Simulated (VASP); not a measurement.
Input of a VASP 6.6.1 run:

The input INCAR:

```
  PREC = Accurate
  ENCUT = 520
  EDIFF = 1E-7
  ISMEAR = 0
  SIGMA = 0.2
  LREAL = False
  LASPH = True
  NELM = 80
  ALGO = Normal
  ISIF = 2
  LWAVE = False
  LCHARG = True
  GGA = PE
  LELF = True
  LVHAR = True
  NBANDS = 41
```

Contents of KPOINTS:

```
Automatic mesh
0
Gamma
  6 4 4
```

The input POSCAR:

```
Sc4BP3
1.0
    0.0000000000     -3.8555339783      0.0000000000
   -5.4042296203      0.0000000000      0.0024024387
    0.0257810526      0.0000000000     -6.7056132875
Sc B P
4 1 3
Direct
    1.0000000000      0.7425999832      0.3198440183
    0.0000000000      0.2574000168      0.6801559817
    0.5000000000      0.2697202732      0.1534025851
    0.5000000000      0.7302797268      0.8465974149
    1.0000000000      0.5000000000      1.0000000000
    1.0000000000      1.0000000000      0.0000000000
    0.5000000000      0.5000000000      0.5000000000
    0.5000000000      1.0000000000      0.5000000000
```

Potentials or basis: VASP PAW PBE potentials, release 64 (Sc_sv, B, P).

Command:

```bash
$ cat potpaw_PBE.64/Sc_sv/POTCAR potpaw_PBE.64/B/POTCAR potpaw_PBE.64/P/POTCAR > POTCAR
$ mpirun -np 1 vasp_std > vasp.out
```

(1) Predict the largest force.

(2) What does it give for the pressure?

Answers

(1) 0.255 eV/Å.

(2) 0.0 GPa.
